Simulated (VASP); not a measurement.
A run of VASP 6.6.1 is set up as follows.

The input INCAR:

```
SYSTEM = Pt
AGGAC = 1.0
AGGAX = 1.0
ALDAC = 0.0
ALDAX = 1.0
ALGO = Normal
EDIFF = 1E-7
ENCUT = 520
GGA = B5
ISIF = 2
ISMEAR = -1
LASPH = .True.
LCHARG = .True.
LELF = .True.
LREAL = .False.
LVHAR = .True.
LWAVE = .False.
NBANDS = 11
NELM = 60
PREC = Accurate
SIGMA = 0.1
```

KPOINTS

```
k-points
0
Gamma
  22 22 22
  0 0 0
```

Contents of POSCAR:

```
Pt
1.0
   -1.6152601613      1.6152601613      1.6152601613
    1.6152601613     -1.6152601613      1.6152601613
    1.6152601613      1.6152601613     -1.6152601613
Pt
1
Direct
    0.0000000000      0.0000000000      0.0000000000
```

Potentials or basis: VASP PAW PBE potentials, release 64 (Pt).

Launch:

```sh
$ cat potpaw_PBE.64/Pt/POTCAR > POTCAR
$ mpirun -np 1 vasp_std > vasp.out
```

(1) What does it give for the pressure?

(2) Estimate the band gap on the k mesh.

Answers

(1) 0.9 GPa.

(2) zero (band 5 reaches 10.57 eV, above the bottom of band 6 at 8.62 eV).

Caveat: the PAW data sets were made with another functional, which shifts forces and pressure a little; spin-orbit coupling is left out, which moves the levels of the heavy elements.
